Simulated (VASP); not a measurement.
## LiH: single point with PBE+D3(BJ)

LiH:

```
Li H
1.0
     0.00000    2.03675    2.03675
     2.03675    0.00000    2.03675
     2.03675    2.03675    0.00000
Li H
1 1
Direct
  0.00000 0.00000 0.00000
  0.50000 0.50000 0.50000
```

| Item | Value |
| --- | --- |
| Program | VASP 6.6.1 |
| Task | single point |
| Functional | PBE |
| Dispersion | D3(BJ) |
| Potentials or basis | VASP PAW PBE potentials, release 64 (Li_sv, H) |
| Cutoff | 520 eV |
| k mesh | 11 × 11 × 11 |
| Occupations | gaussian, width 0.01 eV |
| Spin | no spin polarisation |

| Item | Value |
| --- | --- |
| Band gap on the k mesh | 3.20 eV, direct |
| Dispersion energy per atom | -0.158 eV |

Levels at points of the mesh, in eV from the valence-band top:
| k point | band 1 | band 2 | band 3 | band 4 | band 5 |
| --- | --- | --- | --- | --- | --- |
| (0.00, 0.00, 0.00) | -44.30 | -5.21 | 15.51 | 17.44 | 17.44 |

Run time: 11 s on 1 thread of AMD EPYC 9R14 (Zen 4), on a shared host, peak memory 0.11 GiB.

 A k mesh can miss the band edges.
